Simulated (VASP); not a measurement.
# SnSe (Cm) in VASP: further runs

SnSe is run at these levels: PBEsol; tasks: single point.

Program: VASP 6.6.1. These are calculated values, not measurements. Logs are shortened: lines on timing, memory, paths and dates and some standing lists are left out, and cuts for length are marked.

## Step 1: The cell of the first run

It takes space group Cm (No. 8, monoclinic). The conventional cell has a = 7.373 Å, b = 4.257 Å, c = 4.257 Å, α = 90.00°, β = 125.26°, γ = 90.00°. Sn (site symmetry m) has 6 Se at 2.82 to 3.22 Å within 3.7 Å. Within 3.7 Å of Se (site symmetry m) lie 6 Sn at 2.82 to 3.22 Å.

## Step 2: Single point, PBEsol (atom 1 (Sn) moved by (-0.200, -0.200) A along [1 1 0] and z)

Input file INCAR:

```
  PREC = Accurate
  ENCUT = 520
  EDIFF = 1E-7
  ISMEAR = 0
  SIGMA = 0.05
  LREAL = False
  LASPH = True
  NELM = 60
  ALGO = Normal
  ISIF = 2
  LWAVE = False
  LCHARG = False
  GGA = PS
  NBANDS = 17
```

Input file KPOINTS:

```
regular mesh
0
Gamma
  8 8 8
```

Input file POSCAR:

```
SnSe
1.0
    0.0000000000      3.0100000000      3.0100000000
    3.0100000000      0.0000000000      3.0100000000
    3.0100000000      3.0100000000      0.0000000000
Sn Se
1 1
Direct
   -0.0332225914     -0.0332225914     -0.0137612479
    0.5000000000      0.5000000000      0.5000000000
```

Potentials or basis: VASP PAW PBE potentials, release 64 (Sn_d, Se).

Started as:

```bash
$ cat potpaw_PBE.64/Sn_d/POTCAR potpaw_PBE.64/Se/POTCAR > POTCAR
$ mpirun -np 1 vasp_std > vasp.out
```

OUTCAR:

```text
PREC = Accurate
   ENCUT = 520
   EDIFF = 1E-7
   ISMEAR = 0
   LREAL = False
   LASPH = True
   NELM = 60
   ISIF = 2
   GGA = PS

 ion  position               nearest neighbor table
   1  0.967  0.967  0.986-   2 2.82   2 2.88   2 2.88   2 3.16   2 3.16   2 3.22
   2  0.500  0.500  0.500-   1 2.82   1 2.88   1 2.88   1 3.16   1 3.16   1 3.22

  LATTYP: Found a face centered cubic cell.
 ALAT       =     6.0200000000

  Lattice vectors:

 A1 = (   0.0000000000,   3.0100000000,   3.0100000000)
 A2 = (   3.0100000000,   0.0000000000,   3.0100000000)
 A3 = (   3.0100000000,   3.0100000000,   0.0000000000)

Analysis of symmetry for initial positions (statically):
=====================================================================
 Subroutine PRICEL returns:
 Original cell was already a primitive cell.

 Routine SETGRP: Setting up the symmetry group for a
 face centered cubic supercell.

 Subroutine GETGRP returns: Found  2 space group operations
 (whereof  2 operations were pure point group operations)
 out of a pool of 48 trial point group operations.

The static configuration has the point symmetry C_1h.

Analysis of symmetry for dynamics (positions and initial velocities):
=====================================================================
 Subroutine PRICEL returns:
 Original cell was already a primitive cell.

 Routine SETGRP: Setting up the symmetry group for a
 face centered cubic supercell.

 Subroutine GETGRP returns: Found  2 space group operations
 (whereof  2 operations were pure point group operations)
 out of a pool of 48 trial point group operations.

The dynamic configuration has the point symmetry C_1h.

 Subroutine INISYM returns: Found  2 space group operations
 (whereof  2 operations are pure point group operations),
 and found     1 'primitive' translations

----------------------------------------------------------------------------------------

                                     Primitive cell

  volume of cell :      54.5418

  direct lattice vectors                    reciprocal lattice vectors
     0.000000000  3.010000000  3.010000000    -0.166112957  0.166112957  0.166112957
     3.010000000  0.000000000  3.010000000     0.166112957 -0.166112957  0.166112957
     3.010000000  3.010000000  0.000000000     0.166112957  0.166112957 -0.166112957

  length of vectors
     4.256782823  4.256782823  4.256782823     0.287716081  0.287716081  0.287716081

  position of ions in fractional coordinates (direct lattice)
     0.966777409  0.966777409  0.986238752
     0.500000000  0.500000000  0.500000000

  ion indices of the primitive-cell ions
   primitive index   ion index
                 1           1
                 2           2

----------------------------------------------------------------------------------------

 KPOINTS: regular mesh

Automatic generation of k-mesh.
 Grid dimensions read from file:
 generate k-points for:    8    8    8

 Generating k-lattice:

  Cartesian coordinates                     Fractional coordinates (reciprocal lattice)
    -0.020764120  0.020764120  0.020764120     0.125000000  0.000000000  0.000000000
     0.020764120 -0.020764120  0.020764120     0.000000000  0.125000000  0.000000000
     0.020764120  0.020764120 -0.020764120     0.000000000  0.000000000  0.125000000

  Length of vectors
     0.035964510  0.035964510  0.035964510

  Shift w.r.t. Gamma in fractional coordinates (k-lattice)
     0.000000000  0.000000000  0.000000000

 Subroutine IBZKPT returns following result:
 ===========================================

 Found    150 irreducible k-points:

 Following reciprocal coordinates:
            Coordinates               Weight
  0.000000  0.000000  0.000000      1.000000
  0.125000  0.000000  0.000000      4.000000
  0.000000  0.000000  0.125000      2.000000
  0.125000  0.125000  0.125000      2.000000
  0.250000  0.000000  0.000000      4.000000
  0.000000  0.000000  0.250000      2.000000
[... 16 lines left out ...]
  0.375000  0.125000  0.000000      4.000000
  0.000000  0.375000  0.125000      4.000000
 [... further k-points ...]
   k-points           NKPTS =    150   k-points in BZ     NKDIM =    150   number of bands    NBANDS=     17
   number of dos      NEDOS =    301   number of ions     NIONS =      2
   total plane-waves  NPLWV =  32768
   dimension x,y,z NGX =    32 NGY =   32 NGZ =   32
   dimension x,y,z NGXF=    64 NGYF=   64 NGZF=   64
   ions per type =               1   1
   NGX,Y,Z   is equivalent  to a cutoff of  12.50, 12.50, 12.50 a.u.
   NGXF,Y,Z  is equivalent  to a cutoff of  24.99, 24.99, 24.99 a.u.
 SYSTEM =  unknown system
   PREC   = accura    normal or accurate (medium, high low for compatibility)
   ISTART =      0    job   : 0-new  1-cont  2-samecut
   ICHARG =      2    charge: 1-file 2-atom 10-const
   ISPIN  =      1    spin polarized calculation?
   LNONCOLLINEAR =      F non collinear calculations
   LSORBIT =      F    spin-orbit coupling
   LASPH  =      T    aspherical Exc in radial PAW
   ENCUT  =  520.0 eV  38.22 Ry    6.18 a.u.   7.91  7.91  7.91*2*pi/ulx,y,z
   NELM   =     60;   NELMIN=  2; NELMDL= -5     # of ELM steps
   EDIFF  = 0.1E-06   stopping-criterion for ELM
   LREAL  =      F    real-space projection
   EDIFFG = 0.1E-05   stopping-criterion for IOM
   NSW    =      0    number of steps for IOM
   IBRION =     -1    ionic relax: 0-MD 1-quasi-New 2-CG
   NFREE  =      0    steps in history (QN), initial steepest desc. (CG)
   ISIF   =      2    stress and relaxation
   ISYM   =      2    0-nonsym 1-usesym 2-fastsym
   POTIM  = 0.5000    time-step for ionic-motion
   TEBEG  =    0.0;   TEEND  =   0.0 temperature during run
   PSTRESS=    0.0 pullay stress
   NELECT =      20.0000    total number of electrons
   NUPDOWN=      -1.0000    fix difference up-down
   EMIN   =  10.00;   EMAX   =-10.00  energy-range for DOS
   EFERMI =   0.00;   METHOD = LEGACY
   ISMEAR =     0;   SIGMA  =   0.05  broadening in eV -4-tet -1-fermi 0-gaus
   EFERMI_NEDOS =   21; number of points for ismear=-14 and -15
   IALGO  =     38    algorithm
   IMIX   =      4    mixing-type and parameters
     AMIX     =   0.40;   BMIX     =  1.00
     AMIX_MAG =   1.60;   BMIX_MAG =  1.00
  volume/ion in A,a.u.               =      27.27       184.03
  Fermi-wavevector in a.u.,A,eV,Ry     =   1.171768  2.214321 18.681350  1.373040
  Thomas-Fermi vector in A             =   2.308207
   LORBIT       =      0    0 simple, 1 ext, 2 COOP (PROOUT), +10 PAW based schemes
   GGA     = PS    functional components
   LHFCALC =     F    Hartree Fock is set to
   AEXX    =    0.0000 exact exchange contribution
   IVDW    =     0    specifies the selected vdW correction
   LEPSILON=     F    determine dielectric tensor
   LRPA    =     F    only Hartree local field effects (RPA)
 non-spin polarized calculation
 Gauss-broadening in eV      SIGMA  =   0.05
  energy-cutoff  :      520.00
  volume of cell :       54.54
 maximum number of plane-waves:      1480
   NGX = 15   NGY = 15   NGZ = 15

 number of electron      20.0000004 magnetization

 Free energy of the ion-electron system (eV)
  ---------------------------------------------------
  ext. energy  EPLUGINS =         0.00000000
  ---------------------------------------------------
  free energy    TOTEN  =        -8.95770579 eV

  energy without entropy =       -8.95770579  energy(sigma->0) =       -8.95770579

 E-fermi :   5.7173     XC(G=0):  -9.7604

 val. band max:        5.4277126466   @ k =   0.0000   0.0000   0.5000
 cond. band min:       5.9785363244   @ k =   0.0000   0.0000   0.5000
 fundamental gap:      0.5508236777
 Fermi energy:         5.7172505804

 k-point     1 :       0.0000    0.0000    0.0000
  band No.  band energies     occupation
      1     -15.9955      2.00000
      2     -15.9942      2.00000
      3     -15.9919      2.00000
      4     -15.9890      2.00000
      5     -15.9888      2.00000
      6      -8.5281      2.00000
[... 9 lines left out ...]
     16      11.9111      0.00000
     17      13.4406      0.00000

 k-point     2 :       0.1250    0.0000    0.0000
  band No.  band energies     occupation
      1     -15.9966      2.00000
      2     -15.9939      2.00000
      3     -15.9916      2.00000
      4     -15.9883      2.00000
      5     -15.9871      2.00000
      6      -8.4174      2.00000
[... 9 lines left out ...]
     16      11.9162      0.00000
     17      14.5045      0.00000

 k-point     3 :       0.0000    0.0000    0.1250
  band No.  band energies     occupation
      1     -15.9956      2.00000
      2     -15.9956      2.00000
      3     -15.9905      2.00000
      4     -15.9880      2.00000
      5     -15.9879      2.00000
      6      -8.4164      2.00000
[... 9 lines left out ...]
     16      11.8979      0.00000
     17      14.4974      0.00000

 k-point     4 :       0.1250    0.1250    0.1250
  band No.  band energies     occupation
      1     -15.9966      2.00000
      2     -15.9952      2.00000
      3     -15.9910      2.00000
      4     -15.9875      2.00000
      5     -15.9871      2.00000
      6      -8.4229      2.00000
[... 9 lines left out ...]
     16      11.7633      0.00000
     17      14.6839      0.00000
[... 343 lines left out ...]
      1     -16.0005      2.00000
      2     -15.9954      2.00000
      3     -15.9931      2.00000
      4     -15.9832      2.00000
      5     -15.9819      2.00000
      6      -8.1571      2.00000
[... 9 lines left out ...]
     16      13.3601      0.00000
     17      15.1459      0.00000

 k-point    23 :       0.3750    0.1250    0.0000
  band No.  band energies     occupation
      1     -16.0039      2.00000
      2     -15.9973      2.00000
      3     -15.9909      2.00000
      4     -15.9810      2.00000
      5     -15.9774      2.00000
      6      -7.7995      2.00000
[... 9 lines left out ...]
     16      14.6202      0.00000
     17      16.7233      0.00000

 k-point    24 :       0.0000    0.3750    0.1250
  band No.  band energies     occupation
      1     -16.0050      2.00000
      2     -15.9964      2.00000
      3     -15.9882      2.00000
      4     -15.9831      2.00000
      5     -15.9779      2.00000
      6      -7.8033      2.00000
[... 9 lines left out ...]
     16      14.6199      0.00000
     17      16.7470      0.00000

 [... further k-points ...]

------------------------ aborting loop because EDIFF is reached ----------------------------------------

  FORCE on cell =-STRESS in cart. coord.  units (eV):
  Direction    XX          YY          ZZ          XY          YZ          ZX
  --------------------------------------------------------------------------------------
  -------------------------------------------------------------------------------------
  Total       -0.3212168     -0.3212168     -0.1103936      0.0667737      0.0936960      0.0936961
  in kB       -9.4358122     -9.4358122     -3.2428365      1.9614915      2.7523411      2.7523422
  external PRESSURE =      -7.3714870 kB  Pullay stress =       0.0000000 kB

 VOLUME and BASIS-vectors are now :
 -----------------------------------------------------------------------------
  energy-cutoff  :      520.00
  volume of cell :       54.54
      direct lattice vectors                 reciprocal lattice vectors
     0.000000000  3.010000000  3.010000000    -0.166112957  0.166112957  0.166112957
     3.010000000  0.000000000  3.010000000     0.166112957 -0.166112957  0.166112957
     3.010000000  3.010000000  0.000000000     0.166112957  0.166112957 -0.166112957

 POSITION                                       TOTAL-FORCE (eV/Angst)
 -----------------------------------------------------------------------------------
      5.87858      5.87858      5.82000         0.101669      0.101669      0.166295
      3.01000      3.01000      3.01000        -0.101669     -0.101669     -0.166295
 -----------------------------------------------------------------------------------
    total drift:                               -0.000195     -0.000195     -0.000152

  FREE ENERGIE OF THE ION-ELECTRON SYSTEM (eV)
  ---------------------------------------------------
  free  energy   TOTEN  =        -8.9577057856 eV

  energy  without entropy=       -8.9577057856  energy(sigma->0) =       -8.95770579
```

Run time: 74 s. Hardware: 1 thread of Intel Xeon Platinum 8375C at 2.90GHz (Ice Lake), shared host; peak memory 0.28 GiB.

Results:

```yaml
Free_energy: -8.9577 eV
Pressure: -0.7 GPa
Largest_force: 0.220 eV/Å
Band_gap_on_the_k_mesh: 0.55 eV, direct
```

Forces in eV/Å, atoms in the order of the input:
```
Sn   0.102  0.102  0.166
Se  -0.102 -0.102 -0.166
```

Stress tensor (GPa, compression positive):
```
-0.94  0.20  0.28
 0.20 -0.94  0.28
 0.28  0.28 -0.32
```

Levels at points of the mesh, in eV from the valence-band top:
```csv
k point,band 8,band 9,band 10,band 11,band 12,band 13
"(0.00, 0.00, 0.00)",-2.31,-2.24,-2.06,3.71,4.04,4.25
"(0.50, 0.00, 0.00)",-2.21,-2.02,-0.10,0.63,1.48,1.57
"(0.00, 0.00, 0.50)",-2.16,-2.08,0.00,0.55,1.53,1.59
"(0.50, 0.50, 0.50)",-2.13,-2.04,-0.50,0.97,1.27,1.37
"(0.50, 0.50, 0.00)",-5.00,-3.71,-3.52,2.67,5.42,5.66
"(0.00, 0.50, 0.50)",-5.20,-3.73,-3.46,2.55,5.46,5.78
```

Caveat: the cell differs from its parent crystal (atom 1 (Sn) moved by (-0.200, -0.200) A along [1 1 0] and z); the PAW data sets were made with another functional, which shifts forces and pressure a little; spin-orbit coupling is left out, which moves the levels of the heavy elements.

## Step 3: Single point, PBEsol (atom 1 (Sn) moved by (-0.200, -0.100) A along [1 1 0] and z)

Input file INCAR:

```
SYSTEM = SnSe
ALGO = Normal
EDIFF = 1E-7
ENCUT = 520
GGA = PS
ISIF = 2
ISMEAR = 0
LASPH = .TRUE.
LCHARG = .TRUE.
LELF = .TRUE.
LREAL = .FALSE.
LVHAR = .TRUE.
LWAVE = .FALSE.
NBANDS = 17
NELM = 60
PREC = Accurate
SIGMA = 0.05
```

Input file KPOINTS:

```
k-points
0
G
  8 8 8
  0 0 0
```

Edit POSCAR of step 2 so:

```diff
@@ -8,3 +8,3 @@
 Direct
-   -0.0332225914     -0.0332225914     -0.0137612479
+   -0.0166112957     -0.0166112957     -0.0303725436
     0.5000000000      0.5000000000      0.5000000000
```

Potentials or basis: VASP PAW PBE potentials, release 64 (Sn_d, Se).

Started as:

```bash
$ cat potpaw_PBE.64/Sn_d/POTCAR potpaw_PBE.64/Se/POTCAR > POTCAR
$ mpirun -np 1 vasp_std > vasp.out
```

It took 72 s on 1 thread of Intel Xeon Platinum 8375C at 2.90GHz (Ice Lake), shared host; peak memory 0.28 GiB.

The run converged. Its results:

```
Free energy            : -8.9675 eV
Pressure               : -1.2 GPa
Largest force          : 0.115 eV/Å
Band gap on the k mesh : 0.61 eV, direct
```

Forces in eV/Å, atoms in the order of the input:
```
Sn   0.074  0.074  0.047
Se  -0.074 -0.074 -0.047
```

Stress tensor (GPa, compression positive):
```
-1.08  0.23  0.17
 0.23 -1.08  0.17
 0.17  0.17 -1.37
```

Levels at points of the mesh, in eV from the valence-band top:
```csv
k point,band 6,band 7,band 8,band 9,band 10,band 11,band 12,band 13,band 14,band 15
"(0.00, 0.00, 0.00)",-13.88,-5.01,-2.22,-2.18,-2.06,3.93,4.18,4.30,5.93,6.04
"(0.50, 0.00, 0.00)",-12.93,-8.05,-2.05,-1.97,0.00,0.61,1.46,1.49,8.09,10.06
"(0.00, 0.00, 0.50)",-12.94,-8.03,-2.08,-1.94,-0.07,0.67,1.42,1.49,8.07,10.10
"(0.50, 0.50, 0.50)",-12.98,-7.91,-2.01,-1.96,-0.34,0.90,1.30,1.35,8.01,10.25
"(0.50, 0.50, 0.00)",-12.67,-6.18,-5.27,-3.66,-3.47,2.71,5.45,5.69,5.99,10.49
"(0.00, 0.50, 0.50)",-12.66,-6.30,-5.15,-3.64,-3.51,2.77,5.44,5.62,6.02,10.50
```

Caveat: the cell differs from its parent crystal (atom 1 (Sn) moved by (-0.200, -0.100) A along [1 1 0] and z); the PAW data sets were made with another functional, which shifts forces and pressure a little; spin-orbit coupling is left out, which moves the levels of the heavy elements. A k mesh can miss the band edges.

## Step 4: Single point, PBEsol (atom 1 (Sn) moved by (-0.100, -0.100) A along [1 1 0] and z)

Input file INCAR:

```
SYSTEM = SnSe
PREC = Accurate ; ENCUT = 520
EDIFF = 1E-6 ; ISMEAR = 0
SIGMA = 0.05 ; LREAL = .FALSE.
LASPH = .TRUE. ; NELM = 80
ALGO = Normal ; ISIF = 2
LWAVE = .FALSE. ; LCHARG = .FALSE.
GGA = PS ; NBANDS = 17
```

Input file KPOINTS:

```
Automatic mesh
0
G
  8 8 8
  0 0 0
```

Edit POSCAR of step 3 so:

```diff
@@ -8,3 +8,3 @@
 Direct
-   -0.0166112957     -0.0166112957     -0.0303725436
+   -0.0166112957     -0.0166112957     -0.0068806240
     0.5000000000      0.5000000000      0.5000000000
```

Started as:

```bash
$ cat potpaw_PBE.64/Sn_d/POTCAR potpaw_PBE.64/Se/POTCAR > POTCAR
$ mpirun -np 1 vasp_std > vasp.out
```

Wall time 73 s (1 thread of Intel Xeon Platinum 8375C at 2.90GHz (Ice Lake), shared host); peak memory 0.27 GiB.

It converged, with:

```yaml
Free_energy: -8.9730 eV
Pressure: -1.6 GPa
Largest_force: 0.030 eV/Å
Band_gap_on_the_k_mesh: 0.62 eV, direct
```

Forces in eV/Å, atoms in the order of the input:
```
Sn   0.014  0.014  0.022
Se  -0.014 -0.014 -0.022
```

Stress tensor (GPa, compression positive):
```
-1.67  0.07  0.10
 0.07 -1.67  0.10
 0.10  0.10 -1.53
```

Levels at points of the mesh, in eV from the valence-band top:
```csv
k point,band 7,band 8,band 9,band 10,band 11,band 12,band 13,band 14
"(0.00, 0.00, 0.00)",-5.03,-2.16,-2.14,-2.09,4.16,4.28,4.34,5.90
"(0.50, 0.00, 0.00)",-8.02,-1.95,-1.90,-0.03,0.64,1.34,1.37,8.15
"(0.00, 0.00, 0.50)",-8.03,-1.94,-1.92,0.00,0.62,1.36,1.37,8.15
"(0.50, 0.50, 0.50)",-7.97,-1.93,-1.90,-0.16,0.76,1.29,1.32,8.11
"(0.50, 0.50, 0.00)",-6.16,-5.26,-3.60,-3.55,2.91,5.41,5.47,6.01
"(0.00, 0.50, 0.50)",-6.08,-5.34,-3.61,-3.54,2.87,5.42,5.51,6.00
```

Caveat: the cell differs from its parent crystal (atom 1 (Sn) moved by (-0.100, -0.100) A along [1 1 0] and z); the PAW data sets were made with another functional, which shifts forces and pressure a little; spin-orbit coupling is left out, which moves the levels of the heavy elements. A k mesh can miss the band edges.
